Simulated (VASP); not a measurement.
# Na (P-1) in VASP: electric field gradients with PBE

Aim: the electric field gradients of Na with PBE.

Program: VASP 6.6.1. These are calculated values, not measurements. Logs are shortened: lines on timing, memory, paths and dates and some standing lists are left out, and cuts for length are marked.

### Step 1. The cell of the first run

The typed cell holds 2 atoms: a = 3.767 Å, b = 3.800 Å, c = 6.155 Å, α = 90.41°, β = 91.14°, γ = 120.85°.

### Step 2. Electric field gradients, PBE (equal xy, yz and zx shear strains of -2 %)

Contents of INCAR:

```
  PREC = Accurate
  ENCUT = 520
  EDIFF = 1E-8
  ISMEAR = -1
  SIGMA = 0.05
  LREAL = F
  LASPH = T
  NELM = 60
  ALGO = Normal
  ISIF = 2
  LWAVE = F
  LCHARG = F
  GGA = PE
  LEFG = T
  NBANDS = 14
```

Contents of KPOINTS:

```
regular mesh
0
Gamma
  11 11 6
```

Contents of POSCAR:

```
Na
1.0
    3.7670009976     -0.0376700100     -0.0376700100
   -1.9161236844      3.2811535650     -0.0137881806
   -0.0615400000     -0.0615400000      6.1540000000
Na
2
Direct
    0.3333333333      0.6666666667      0.2500000000
    0.6666666667      0.3333333333      0.7500000000
```

Potentials or basis: VASP PAW PBE potentials, release 64 (Na_pv).

Run with:

```bash
> cat potpaw_PBE.64/Na_pv/POTCAR > POTCAR
> mpirun -np 1 vasp_std > vasp.out
```

OUTCAR:

```text
PREC = Accurate
   ENCUT = 520
   EDIFF = 1E-8
   ISMEAR = -1
   LREAL = F
   LASPH = T
   NELM = 60
   ISIF = 2
   GGA = PE

 ion  position               nearest neighbor table
   1  0.333  0.667  0.250-
   2  0.667  0.333  0.750-

  LATTYP: Found a triclinic cell.
 ALAT       =     3.7347798256
 B/A-ratio  =     1.0087281861
 C/A-ratio  =     1.6479191965
 COS(alpha) =     0.0198960208
 COS(beta)  =     0.0274156886
 COS(gamma) =     0.4869832429

  Lattice vectors:

 A1 = (   1.8508773132,   3.2434835550,  -0.0514581906)
 A2 = (   3.7670009976,  -0.0376700100,  -0.0376700100)
 A3 = (   0.0615400000,   0.0615400000,  -6.1540000000)

Analysis of symmetry for initial positions (statically):
=====================================================================
 Subroutine PRICEL returns:
 Original cell was already a primitive cell.

 Routine SETGRP: Setting up the symmetry group for a
 triclinic supercell.

 Subroutine GETGRP returns: Found  2 space group operations
 (whereof  2 operations were pure point group operations)
 out of a pool of  2 trial point group operations.

The static configuration has the point symmetry S_2 .

Analysis of symmetry for dynamics (positions and initial velocities):
=====================================================================
 Subroutine PRICEL returns:
 Original cell was already a primitive cell.

 Routine SETGRP: Setting up the symmetry group for a
 triclinic supercell.

 Subroutine GETGRP returns: Found  2 space group operations
 (whereof  2 operations were pure point group operations)
 out of a pool of  2 trial point group operations.

The dynamic configuration has the point symmetry S_2 .

 Subroutine INISYM returns: Found  2 space group operations
 (whereof  2 operations are pure point group operations),
 and found     1 'primitive' translations

----------------------------------------------------------------------------------------

                                     Primitive cell

  volume of cell :      75.6046

  direct lattice vectors                    reciprocal lattice vectors
     3.767000998 -0.037670010 -0.037670010     0.267065249  0.155978185  0.004230434
    -1.916123684  3.281153565 -0.013788181     0.003096893  0.306592395  0.003096893
    -0.061540000 -0.061540000  6.154000000     0.001641705  0.001641705  0.162528772

  length of vectors
     3.767377679  3.799695883  6.154615369     0.309307191  0.306623675  0.162545354

  position of ions in fractional coordinates (direct lattice)
     0.333333333  0.666666667  0.250000000
     0.666666667  0.333333333  0.750000000

  ion indices of the primitive-cell ions
   primitive index   ion index
                 1           1
                 2           2

----------------------------------------------------------------------------------------

 KPOINTS: regular mesh

Automatic generation of k-mesh.
 Grid dimensions read from file:
 generate k-points for:   11   11    6

 Generating k-lattice:

  Cartesian coordinates                     Fractional coordinates (reciprocal lattice)
     0.024278659  0.014179835  0.000384585     0.090909091 -0.000000000  0.000000000
     0.000281536  0.027872036  0.000281536     0.000000000  0.090909091 -0.000000000
     0.000273617  0.000273617  0.027088129    -0.000000000  0.000000000  0.166666667

  Length of vectors
     0.028118836  0.027874880  0.027090892

  Shift w.r.t. Gamma in fractional coordinates (k-lattice)
     0.000000000  0.000000000  0.000000000

 Subroutine IBZKPT returns following result:
 ===========================================

 Found    364 irreducible k-points:

 Following reciprocal coordinates:
            Coordinates               Weight
  0.000000  0.000000  0.000000      1.000000
  0.090909  0.000000 -0.000000      2.000000
  0.181818 -0.000000 -0.000000      2.000000
  0.272727 -0.000000 -0.000000      2.000000
  0.363636  0.000000 -0.000000      2.000000
  0.454545 -0.000000 -0.000000      2.000000
[... 16 lines left out ...]
  0.454545  0.181818 -0.000000      2.000000
 -0.454545  0.181818  0.000000      2.000000
 [... further k-points ...]
   k-points           NKPTS =    364   k-points in BZ     NKDIM =    364   number of bands    NBANDS=     14
   number of dos      NEDOS =    301   number of ions     NIONS =      2
   total plane-waves  NPLWV =  37632
   dimension x,y,z NGX =    28 NGY =   28 NGZ =   48
   dimension x,y,z NGXF=    56 NGYF=   56 NGZF=   96
   ions per type =               2
   NGX,Y,Z   is equivalent  to a cutoff of  12.36, 12.25, 12.97 a.u.
   NGXF,Y,Z  is equivalent  to a cutoff of  24.71, 24.50, 25.93 a.u.
 SYSTEM =  unknown system
   PREC   = accura    normal or accurate (medium, high low for compatibility)
   ISTART =      0    job   : 0-new  1-cont  2-samecut
   ICHARG =      2    charge: 1-file 2-atom 10-const
   ISPIN  =      1    spin polarized calculation?
   LNONCOLLINEAR =      F non collinear calculations
   LSORBIT =      F    spin-orbit coupling
   LASPH  =      T    aspherical Exc in radial PAW
   ENCUT  =  520.0 eV  38.22 Ry    6.18 a.u.   7.00  7.06 11.44*2*pi/ulx,y,z
   NELM   =     60;   NELMIN=  2; NELMDL= -5     # of ELM steps
   EDIFF  = 0.1E-07   stopping-criterion for ELM
   LREAL  =      F    real-space projection
   EDIFFG = 0.1E-06   stopping-criterion for IOM
   NSW    =      0    number of steps for IOM
   IBRION =     -1    ionic relax: 0-MD 1-quasi-New 2-CG
   NFREE  =      0    steps in history (QN), initial steepest desc. (CG)
   ISIF   =      2    stress and relaxation
   ISYM   =      2    0-nonsym 1-usesym 2-fastsym
   POTIM  = 0.5000    time-step for ionic-motion
   TEBEG  =    0.0;   TEEND  =   0.0 temperature during run
   PSTRESS=    0.0 pullay stress
   NELECT =      14.0000    total number of electrons
   NUPDOWN=      -1.0000    fix difference up-down
   EMIN   =  10.00;   EMAX   =-10.00  energy-range for DOS
   EFERMI =   0.00;   METHOD = LEGACY
   ISMEAR =    -1;   SIGMA  =   0.05  broadening in eV -4-tet -1-fermi 0-gaus
   EFERMI_NEDOS =   21; number of points for ismear=-14 and -15
   IALGO  =     38    algorithm
   IMIX   =      4    mixing-type and parameters
     AMIX     =   0.40;   BMIX     =  1.00
     AMIX_MAG =   1.60;   BMIX_MAG =  1.00
  volume/ion in A,a.u.               =      37.80       255.10
  Fermi-wavevector in a.u.,A,eV,Ry     =   0.933114  1.763330 11.846616  0.870702
  Thomas-Fermi vector in A             =   2.059782
   LORBIT       =      0    0 simple, 1 ext, 2 COOP (PROOUT), +10 PAW based schemes
   GGA     = PE    functional components
   LHFCALC =     F    Hartree Fock is set to
   AEXX    =    0.0000 exact exchange contribution
   IVDW    =     0    specifies the selected vdW correction
   LEPSILON=     F    determine dielectric tensor
   LRPA    =     F    only Hartree local field effects (RPA)
 non-spin polarized calculation
  energy-cutoff  :      520.00
  volume of cell :       75.60
 maximum number of plane-waves:      2057
   NGX = 13   NGY = 15   NGZ = 23

 number of electron      14.0000008 magnetization

 Free energy of the ion-electron system (eV)
  ---------------------------------------------------
  ext. energy  EPLUGINS =         0.00000000
  ---------------------------------------------------
  free energy    TOTEN  =        -2.62114724 eV

  energy without entropy =       -2.61091415  energy(sigma->0) =       -2.61603069

 E-fermi :   0.2941     XC(G=0):  -6.4509

 val. band max:        0.2904298947   @ k =   0.4545   0.3636   0.0000
 cond. band min:       0.2958782508   @ k =   0.2727  -0.3636   0.3333
 fundamental gap:      0.0054483562
 Fermi energy:         0.2941134404

 k-point     1 :       0.0000    0.0000    0.0000
  band No.  band energies     occupation
      1     -24.6714      2.00000
      2     -24.6440      2.00000
      3     -24.6436      2.00000
      4     -24.6396      2.00000
      5     -24.6391      2.00000
      6     -24.6385      2.00000
      7      -2.9651      2.00000
      8       0.8257      0.00005
      9       1.2129      0.00000
     10       9.9880      0.00000
     11      10.3042      0.00000
     12      10.3076      0.00000
     13      10.5559      0.00000
     14      10.7624      0.00000
[... 375 lines left out ...]
 k-point    24 :      -0.4545    0.1818    0.0000
  band No.  band energies     occupation
      1     -24.6639      2.00000
      2     -24.6605      2.00000
      3     -24.6585      2.00000
      4     -24.6525      2.00000
      5     -24.6470      2.00000
      6     -24.6450      2.00000
      7      -0.7065      2.00000
      8       2.7942      0.00000
      9       2.9362      0.00000
     10       3.5303      0.00000
     11       4.4697      0.00000
     12       6.5322      0.00000
     13       7.5293      0.00000
     14       7.5661      0.00000

 [... further k-points ...]
[... 5 lines left out ...]
  --------------------------------------------------------------------------------------
  -------------------------------------------------------------------------------------
  Total       -0.1091778     -0.1032647      0.0145039      0.0177022      0.0001471     -0.0021923
  in kB       -2.3136449     -2.1883369      0.3073591      0.3751364      0.0031169     -0.0464581
  external PRESSURE =      -1.3982076 kB  Pullay stress =       0.0000000 kB

 VOLUME and BASIS-vectors are now :
 -----------------------------------------------------------------------------
  energy-cutoff  :      520.00
  volume of cell :       75.60
      direct lattice vectors                 reciprocal lattice vectors
     3.767000998 -0.037670010 -0.037670010     0.267065249  0.155978185  0.004230434
    -1.916123684  3.281153565 -0.013788181     0.003096893  0.306592395  0.003096893
    -0.061540000 -0.061540000  6.154000000     0.001641705  0.001641705  0.162528772

 POSITION                                       TOTAL-FORCE (eV/Angst)
 -----------------------------------------------------------------------------------
     -0.03713      2.15949      1.51675         0.008098      0.000196      0.000811
      1.82647      1.02245      4.58579        -0.008098     -0.000196     -0.000811
 -----------------------------------------------------------------------------------
    total drift:                                0.000000     -0.000000      0.000000

  FREE ENERGIE OF THE ION-ELECTRON SYSTEM (eV)
  ---------------------------------------------------
  free  energy   TOTEN  =        -2.6211472387 eV

  energy  without entropy=       -2.6109141487  energy(sigma->0) =       -2.61603069

 Electric field gradients (V/A^2)
---------------------------------------------------------------------
 ion       V_xx      V_yy      V_zz      V_xy      V_xz      V_yz
---------------------------------------------------------------------
   1       0.223     0.218    -0.441     0.180     0.185     0.174
   2       0.223     0.218    -0.441     0.180     0.185     0.174
---------------------------------------------------------------------

 Electric field gradients after diagonalization (V/A^2)
 (convention: |V_zz| > |V_xx| > |V_yy|)
----------------------------------------------------------------------
 ion       V_xx      V_yy      V_zz     asymmetry (V_yy - V_xx)/ V_zz
----------------------------------------------------------------------
   1       0.471     0.041    -0.512       0.840
   2       0.471     0.041    -0.512       0.840
----------------------------------------------------------------------

           NMR quadrupolar parameters

 Cq : quadrupolar parameter    Cq=e*Q*V_zz/h
 eta: asymmetry parameters     (V_yy - V_xx)/ V_zz
 Q  : nuclear electric quadrupole moment in mb (millibarn)
----------------------------------------------------------------------
 ion       Cq(MHz)       eta       Q (mb)
----------------------------------------------------------------------
   1      -0.001       0.840       1.000
   2      -0.001       0.840       1.000
----------------------------------------------------------------------
```

Run time: 3.6 min. Hardware: 1 thread of Intel Xeon Platinum 8375C at 2.90GHz (Ice Lake), shared host; peak memory 0.39 GiB.

Results:

```
Free energy                             : -2.6211 eV
Pressure                                : -0.1 GPa
Largest force                           : 0.008 eV/Å
Band gap on the k mesh                  : zero (bands 7 and 8 overlap by 3.94 eV)
Largest electric field gradient by atom : Na -0.5 V/Å²
```

Forces in eV/Å, atoms in the order of the input:
```
Na   0.008  0.000  0.001
Na  -0.008  0.000 -0.001
```

Stress tensor (GPa, compression positive):
```
-0.23  0.04  0.00
 0.04 -0.22  0.00
 0.00  0.00  0.03
```

Electric field gradients, principal values (V/Å²):
```tsv
atom	least	middle	greatest (by size)
1 Na	0.041	0.471	-0.512
2 Na	0.041	0.471	-0.512
```

Caveat: the cell differs from its parent crystal (equal xy, yz and zx shear strains of -2 %); without QUAD_EFG the Cq values of the log hold for a quadrupole moment of 1 mb, not for the nuclei.
